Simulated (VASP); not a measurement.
V:

```
V
1.0
     2.75399   -1.64238    0.00000
     2.75399    1.64238    0.00000
    -1.53695    0.00000    7.12672
V
4
Cartesian
  4.1705 -0.6011 0.7105
  0.5690 -0.6011 2.8528
  -0.1995 0.6011 6.4162
  3.4021 0.6011 4.2739
```

- Program: VASP 6.6.1
- Task: relaxation of cell and atoms
- Functional: PBE
- Potentials or basis: VASP PAW PBE potentials, release 64 (V_sv)
- Cutoff: 500 eV
- k mesh: 6 × 6 × 4
- Occupations: gaussian, width 0.1 eV
- Spin: no spin polarisation

At the start: pressure 69.5 GPa; volume 16.12 Å³/atom.

Question: How do energy, volume and symmetry change on relaxing?

Answer: Over 69 steps the energy falls by 3007.0 meV/atom and the volume is 13.48 Å³/atom (-16.3 %); space group I4/mmm (No. 139, to 0.05 Å).

The path:
```
step  energy change (eV)  largest force (eV/Å)  pressure (GPa)  volume (Å³)
   1              0.0000               30.4163           69.55        64.47
   3              4.5575                4.7283           35.61        90.88
   5             -1.2661                3.7142           13.74        76.77
   7             -4.1149                5.5296            7.32        67.56
   9             -4.7631                5.2812            7.93        65.24
  11             -4.8965                5.1587            8.18        64.66
  13             -4.9278                5.1246            8.26        64.52
  15             -4.9355                5.1160            8.27        64.48
  17             -4.9374                5.1142            8.25        64.47
  19             -4.9378                5.1134            8.26        64.47
  21             -8.4181                1.0167          -17.30        75.69
  23            -10.0895                1.8353            1.23        58.69
  25            -10.1132                2.2556            7.40        56.22
  27            -11.1566                0.5088            8.39        52.59
  29            -11.3371                0.3400           -4.78        56.37
  31            -11.5615                0.2645            0.72        54.38
  33            -11.5812                0.1250           -1.34        55.16
  35            -11.5884                0.0943            0.47        54.59
  37            -11.5946                0.1330           -0.11        54.77
  39            -11.6011                0.2121           -1.57        55.23
  41            -11.6261                0.3318           -1.45        55.15
  43            -11.6631                0.9001            0.44        54.58
  45            -11.6740                0.7679           -0.25        54.76
  47            -11.7034                0.8430           -0.01        54.62
  49            -11.6581                0.9522            3.54        53.71
  51            -11.7709                0.8420            0.68        54.35
  53            -11.8488                0.2295           -2.22        54.85
  55            -11.9094                0.2924           -0.83        54.39
  57            -11.9310                0.1448           10.11        51.30
  59            -12.0091                0.1358            1.48        53.50
  61            -12.0149                0.1083           -0.67        54.14
  63            -12.0253                0.0421            0.04        53.90
  65            -12.0269                0.0169            0.45        53.78
  67            -12.0274                0.0291           -0.44        54.05
  69            -12.0279                0.0221           -0.05        53.93
```

Final structure:
```
V
1.0
     2.10309   -1.52459    0.14448
     2.10309    1.52459    0.14448
    -0.61704    0.00000    8.36824
V
4
Cartesian
  3.0801 0.0018 1.2606
  0.8176 0.0018 3.2125
  0.5091 -0.0018 7.3966
  2.7716 -0.0018 5.4447
```

Caveat: the k points lie up to 0.42 Å⁻¹ apart in the final cell; the volume moved by over 15 % at a fixed basis, so the end points are rough.
